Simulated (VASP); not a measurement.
# TiSiTe3 (P-6m2) in VASP: a series of runs

TiSiTe3 is run at these levels: PBE; tasks: single point, relaxation of cell and atoms.

Everything below comes from runs of VASP 6.6.1. Logs are shortened: lines on timing, memory, paths and dates and some standing lists are left out, and cuts for length are marked.

## Step 1: The cell of the first run

Symmetry: P-6m2, No. 187, hexagonal system. The conventional cell has a = 5.389 Å, b = 5.389 Å, c = 5.474 Å, α = 90.00°, β = 90.00°, γ = 120.00°. Ti (site symmetry -6m2) has 12 Te at 3.11 to 4.14 Å and 6 Si at 4.14 Å within 4.2 Å. Si (site symmetry -6m2) has 5 Te at 2.74 to 3.11 Å within 3.6 Å. Te (site symmetry -6m2) has 2 Te at 2.74 Å and 3 Si at 3.11 Å within 3.6 Å. Within 3.6 Å of Te (site symmetry -6m2) lie 2 Si at 2.74 Å and 3 Te at 3.11 Å and 3 Ti at 3.11 Å. Te (site symmetry -6m2) has 5 Te at 2.74 to 3.11 Å and 3 Ti at 3.11 Å within 3.6 Å.

The cell was built from a structure type or drawn by symmetry, and may not be a known phase.

## Step 2: Single point, PBE

File INCAR:

```
SYSTEM = TiSiTe3
ALGO = Normal ; EDIFF = 1E-7
ENCUT = 520 ; GGA = PE
ISIF = 2 ; ISMEAR = 0
LASPH = .TRUE. ; LCHARG = .TRUE.
LELF = .TRUE. ; LREAL = .FALSE.
LVHAR = .TRUE. ; LWAVE = .FALSE.
NBANDS = 25 ; NELM = 60
PREC = Accurate ; SIGMA = 0.1
```

File KPOINTS:

```
k-points
0
G
  6 6 4
  0 0 0
```

File POSCAR:

```
TiSiTe3
1.0
    5.3889649900      0.0000000000      0.0000000000
   -2.6944824900      4.6669805800      0.0000000000
    0.0000000000      0.0000000000      5.4740385800
Ti Si Te
1 1 3
Direct
    0.3333333300      0.6666666700      0.5000000000
    0.6666666700      0.3333333300      0.0000000000
    0.0000000000      0.0000000000      0.0000000000
    0.6666666700      0.3333333300      0.5000000000
    0.0000000000      0.0000000000      0.5000000000
```

Potentials or basis: VASP PAW PBE potentials, release 64 (Ti_sv, Si, Te).

Launch:

```sh
cat potpaw_PBE.64/Ti_sv/POTCAR potpaw_PBE.64/Si/POTCAR potpaw_PBE.64/Te/POTCAR > POTCAR
mpirun -np 1 vasp_std > vasp.out
```

OUTCAR:

```text
SYSTEM = TiSiTe3
   EDIFF = 1E-7
   ENCUT = 520
   GGA = PE
   ISIF = 2
   ISMEAR = 0
   LASPH = .TRUE.
   LREAL = .FALSE.
   NELM = 60
   PREC = Accurate

 ion  position               nearest neighbor table
   1  0.333  0.667  0.500-   5 3.11   4 3.11   4 3.11   5 3.11   5 3.11   4 3.11
   2  0.667  0.333  0.000-   4 2.74   4 2.74   3 3.11   3 3.11   3 3.11
   3  0.000  0.000  0.000-   5 2.74   5 2.74   2 3.11   2 3.11   2 3.11
   4  0.667  0.333  0.500-   2 2.74   2 2.74   5 3.11   1 3.11   1 3.11   5 3.11   5 3.11   1 3.11

   5  0.000  0.000  0.500-   3 2.74   3 2.74   4 3.11   1 3.11   1 3.11   4 3.11   4 3.11   1 3.11

  LATTYP: Found a hexagonal cell.
 ALAT       =     5.3889649900
 C/A-ratio  =     1.0157866288

  Lattice vectors:

 A1 = (   5.3889649900,   0.0000000000,   0.0000000000)
 A2 = (  -2.6944824900,   4.6669805800,   0.0000000000)
 A3 = (   0.0000000000,   0.0000000000,   5.4740385800)

Analysis of symmetry for initial positions (statically):
=====================================================================
 Subroutine PRICEL returns:
 Original cell was already a primitive cell.

 Routine SETGRP: Setting up the symmetry group for a
 hexagonal supercell.

 Subroutine GETGRP returns: Found 12 space group operations
 (whereof 12 operations were pure point group operations)
 out of a pool of 24 trial point group operations.

The static configuration has the point symmetry D_3h.

Analysis of symmetry for dynamics (positions and initial velocities):
=====================================================================
 Subroutine PRICEL returns:
 Original cell was already a primitive cell.

 Routine SETGRP: Setting up the symmetry group for a
 hexagonal supercell.

 Subroutine GETGRP returns: Found 12 space group operations
 (whereof 12 operations were pure point group operations)
 out of a pool of 24 trial point group operations.

The dynamic configuration has the point symmetry D_3h.

 Subroutine INISYM returns: Found 12 space group operations
 (whereof 12 operations are pure point group operations),
 and found     1 'primitive' translations

----------------------------------------------------------------------------------------

                                     Primitive cell

  volume of cell :     137.6731

  direct lattice vectors                    reciprocal lattice vectors
     5.388964990  0.000000000  0.000000000     0.185564390  0.107135650  0.000000000
    -2.694482490  4.666980580  0.000000000     0.000000000  0.214271301  0.000000000
     0.000000000  0.000000000  5.474038580     0.000000000  0.000000000  0.182680481

  length of vectors
     5.388964990  5.388964986  5.474038580     0.214271301  0.214271301  0.182680481

  position of ions in fractional coordinates (direct lattice)
     0.333333330  0.666666670  0.500000000
     0.666666670  0.333333330  0.000000000
     0.000000000  0.000000000  0.000000000
     0.666666670  0.333333330  0.500000000
     0.000000000  0.000000000  0.500000000

  ion indices of the primitive-cell ions
   primitive index   ion index
                 1           1
                 2           2
                 3           3
                 4           4
                 5           5

----------------------------------------------------------------------------------------

 KPOINTS: k-points

Automatic generation of k-mesh.
 Grid dimensions read from file:
 generate k-points for:    6    6    4

 Generating k-lattice:

  Cartesian coordinates                     Fractional coordinates (reciprocal lattice)
     0.030927398  0.017855942  0.000000000     0.166666667 -0.000000000  0.000000000
     0.000000000  0.035711883  0.000000000     0.000000000  0.166666667  0.000000000
     0.000000000  0.000000000  0.045670120     0.000000000  0.000000000  0.250000000

  Length of vectors
     0.035711883  0.035711883  0.045670120

  Shift w.r.t. Gamma in fractional coordinates (k-lattice)
     0.000000000  0.000000000  0.000000000

 Subroutine IBZKPT returns following result:
 ===========================================

 Found     21 irreducible k-points:

 Following reciprocal coordinates:
            Coordinates               Weight
  0.000000  0.000000  0.000000      1.000000
  0.166667  0.000000  0.000000      6.000000
  0.333333  0.000000  0.000000      6.000000
  0.500000  0.000000  0.000000      3.000000
  0.166667  0.166667  0.000000      6.000000
  0.333333  0.166667  0.000000     12.000000
[... 13 lines left out ...]
  0.333333  0.166667  0.500000     12.000000
  0.333333  0.333333  0.500000      2.000000
   k-points           NKPTS =     21   k-points in BZ     NKDIM =     21   number of bands    NBANDS=     25
   number of dos      NEDOS =    301   number of ions     NIONS =      5
   total plane-waves  NPLWV =  67200
   dimension x,y,z NGX =    40 NGY =   40 NGZ =   42
   dimension x,y,z NGXF=    80 NGYF=   80 NGZF=   84
   ions per type =               1   1   3
   NGX,Y,Z   is equivalent  to a cutoff of  12.34, 12.34, 12.76 a.u.
   NGXF,Y,Z  is equivalent  to a cutoff of  24.68, 24.68, 25.51 a.u.
 SYSTEM =  TiSiTe3
   PREC   = accura    normal or accurate (medium, high low for compatibility)
   ISTART =      0    job   : 0-new  1-cont  2-samecut
   ICHARG =      2    charge: 1-file 2-atom 10-const
   ISPIN  =      1    spin polarized calculation?
   LNONCOLLINEAR =      F non collinear calculations
   LSORBIT =      F    spin-orbit coupling
   LASPH  =      T    aspherical Exc in radial PAW
   ENCUT  =  520.0 eV  38.22 Ry    6.18 a.u.  10.02 10.02 10.18*2*pi/ulx,y,z
   NELM   =     60;   NELMIN=  2; NELMDL= -5     # of ELM steps
   EDIFF  = 0.1E-06   stopping-criterion for ELM
   LREAL  =      F    real-space projection
   EDIFFG = 0.1E-05   stopping-criterion for IOM
   NSW    =      0    number of steps for IOM
   IBRION =     -1    ionic relax: 0-MD 1-quasi-New 2-CG
   NFREE  =      0    steps in history (QN), initial steepest desc. (CG)
   ISIF   =      2    stress and relaxation
   ISYM   =      2    0-nonsym 1-usesym 2-fastsym
   POTIM  = 0.5000    time-step for ionic-motion
   TEBEG  =    0.0;   TEEND  =   0.0 temperature during run
   PSTRESS=    0.0 pullay stress
   NELECT =      34.0000    total number of electrons
   NUPDOWN=      -1.0000    fix difference up-down
   EMIN   =  10.00;   EMAX   =-10.00  energy-range for DOS
   EFERMI =   0.00;   METHOD = LEGACY
   ISMEAR =     0;   SIGMA  =   0.10  broadening in eV -4-tet -1-fermi 0-gaus
   EFERMI_NEDOS =   21; number of points for ismear=-14 and -15
   IALGO  =     38    algorithm
   IMIX   =      4    mixing-type and parameters
     AMIX     =   0.40;   BMIX     =  1.00
     AMIX_MAG =   1.60;   BMIX_MAG =  1.00
  volume/ion in A,a.u.               =      27.53       185.81
  Fermi-wavevector in a.u.,A,eV,Ry     =   1.027113  1.940961 14.353607  1.054960
  Thomas-Fermi vector in A             =   2.161041
   LORBIT       =      0    0 simple, 1 ext, 2 COOP (PROOUT), +10 PAW based schemes
   GGA     = PE    functional components
   LHFCALC =     F    Hartree Fock is set to
   AEXX    =    0.0000 exact exchange contribution
   IVDW    =     0    specifies the selected vdW correction
   LEPSILON=     F    determine dielectric tensor
   LRPA    =     F    only Hartree local field effects (RPA)
 non-spin polarized calculation
 Gauss-broadening in eV      SIGMA  =   0.10
  energy-cutoff  :      520.00
  volume of cell :      137.67
 maximum number of plane-waves:      3768
   NGX = 21   NGY = 21   NGZ = 21

 number of electron      33.9999999 magnetization

 Free energy of the ion-electron system (eV)
  ---------------------------------------------------
  ext. energy  EPLUGINS =         0.00000000
  ---------------------------------------------------
  free energy    TOTEN  =       -19.80141286 eV

  energy without entropy =      -19.75758838  energy(sigma->0) =      -19.77950062

 E-fermi :   7.0479     XC(G=0):  -9.5291

 val. band max:        7.0396048949   @ k =   0.1667   0.1667   0.0000
 cond. band min:       7.0506127201   @ k =   0.3333   0.1667   0.2500
 fundamental gap:      0.0110078252
 Fermi energy:         7.0478562015

 k-point     1 :       0.0000    0.0000    0.0000
  band No.  band energies     occupation
      1     -50.7398      2.00000
      2     -27.1131      2.00000
      3     -26.9635      2.00000
      4     -26.9635      2.00000
      5      -7.3680      2.00000
      6      -4.4465      2.00000
[... 17 lines left out ...]
     24       8.6681      0.00000
     25      10.4447      0.00000

 k-point     2 :       0.1667    0.0000    0.0000
  band No.  band energies     occupation
      1     -50.7398      2.00000
      2     -27.1131      2.00000
      3     -26.9637      2.00000
      4     -26.9636      2.00000
      5      -7.2536      2.00000
      6      -4.6259      2.00000
[... 17 lines left out ...]
     24       9.3290      0.00000
     25      10.4867      0.00000

 k-point     3 :       0.3333    0.0000    0.0000
  band No.  band energies     occupation
      1     -50.7398      2.00000
      2     -27.1131      2.00000
      3     -26.9643      2.00000
      4     -26.9637      2.00000
      5      -6.9649      2.00000
      6      -5.0696      2.00000
[... 17 lines left out ...]
     24      10.1657      0.00000
     25      10.4494      0.00000

 k-point     4 :       0.5000    0.0000    0.0000
  band No.  band energies     occupation
      1     -50.7398      2.00000
      2     -27.1131      2.00000
      3     -26.9646      2.00000
      4     -26.9638      2.00000
      5      -6.7604      2.00000
      6      -5.3553      2.00000
[... 17 lines left out ...]
     24       9.5947      0.00000
     25      10.5458      0.00000

 k-point     5 :       0.1667    0.1667    0.0000
  band No.  band energies     occupation
      1     -50.7398      2.00000
      2     -27.1131      2.00000
      3     -26.9641      2.00000
      4     -26.9637      2.00000
      5      -7.0487      2.00000
      6      -4.9428      2.00000
[... 17 lines left out ...]
     24      10.0842      0.00000
     25      10.2917      0.00000

 k-point     6 :       0.3333    0.1667    0.0000
  band No.  band energies     occupation
      1     -50.7398      2.00000
      2     -27.1131      2.00000
      3     -26.9644      2.00000
      4     -26.9639      2.00000
      5      -6.7674      2.00000
      6      -5.3383      2.00000
[... 17 lines left out ...]
     24       9.3865      0.00000
     25      10.9107      0.00000
[... 309 lines left out ...]
 k-point    18 :       0.5000    0.0000    0.5000
  band No.  band energies     occupation
      1     -50.7397      2.00000
      2     -27.1132      2.00000
      3     -26.9646      2.00000
      4     -26.9638      2.00000
      5      -5.8836      2.00000
      6      -5.1727      2.00000
[... 17 lines left out ...]
     24       9.1573      0.00000
     25      10.0823      0.00000

 k-point    19 :       0.1667    0.1667    0.5000
  band No.  band energies     occupation
      1     -50.7398      2.00000
      2     -27.1132      2.00000
      3     -26.9641      2.00000
      4     -26.9637      2.00000
      5      -6.3099      2.00000
      6      -5.2705      2.00000
[... 17 lines left out ...]
     24       8.7699      0.00000
     25       8.9065      0.00000

 k-point    20 :       0.3333    0.1667    0.5000
  band No.  band energies     occupation
      1     -50.7397      2.00000
      2     -27.1132      2.00000
      3     -26.9644      2.00000
      4     -26.9639      2.00000
      5      -5.9002      2.00000
      6      -5.1730      2.00000
[... 17 lines left out ...]
     24       9.0960      0.00000
     25       9.6617      0.00000

 k-point    21 :       0.3333    0.3333    0.5000
  band No.  band energies     occupation
      1     -50.7397      2.00000
      2     -27.1132      2.00000
      3     -26.9643      2.00000
      4     -26.9643      2.00000
      5      -5.6114      2.00000
      6      -5.2374      2.00000
[... 17 lines left out ...]
     24       8.4459      0.00000
     25       8.7420      0.00000

------------------------ aborting loop because EDIFF is reached ----------------------------------------

  FORCE on cell =-STRESS in cart. coord.  units (eV):
  Direction    XX          YY          ZZ          XY          YZ          ZX
  --------------------------------------------------------------------------------------
  -------------------------------------------------------------------------------------
  Total       -2.8334696     -2.8334696     13.3597740     -0.0000000      0.0000000      0.0000000
  in kB      -32.9746297    -32.9746296    155.4749711     -0.0000000      0.0000000      0.0000000
  external PRESSURE =      29.8419039 kB  Pullay stress =       0.0000000 kB

 VOLUME and BASIS-vectors are now :
 -----------------------------------------------------------------------------
  energy-cutoff  :      520.00
  volume of cell :      137.67
      direct lattice vectors                 reciprocal lattice vectors
     5.388964990  0.000000000  0.000000000     0.185564390  0.107135650  0.000000000
    -2.694482490  4.666980580  0.000000000     0.000000000  0.214271301  0.000000000
     0.000000000  0.000000000  5.474038580     0.000000000  0.000000000  0.182680481

 POSITION                                       TOTAL-FORCE (eV/Angst)
 -----------------------------------------------------------------------------------
     -0.00000      3.11132      2.73702        -0.000000      0.000000      0.000000
      2.69448      1.55566      0.00000         0.000000     -0.000000      0.000000
      0.00000      0.00000      0.00000         0.000000     -0.000000      0.000000
      2.69448      1.55566      2.73702         0.000000     -0.000000      0.000000
      0.00000      0.00000      2.73702         0.000000     -0.000000      0.000000
 -----------------------------------------------------------------------------------
    total drift:                                0.000040     -0.000023     -0.000000

  FREE ENERGIE OF THE ION-ELECTRON SYSTEM (eV)
  ---------------------------------------------------
  free  energy   TOTEN  =       -19.8014128596 eV

  energy  without entropy=      -19.7575883754  energy(sigma->0) =      -19.77950062
```

It took 44 s on 1 thread of Intel Xeon 6975P-C (Granite Rapids), shared host; peak memory 0.28 GiB.

Results:

```yaml
Free_energy: -19.8014 eV
Pressure: 3.0 GPa
Band_gap_on_the_k_mesh: zero (bands 17 and 18 overlap by 0.96 eV)
```

Caveat: spin-orbit coupling is left out, which moves the levels of the heavy elements.

(Part 1 of 2 ends here.)
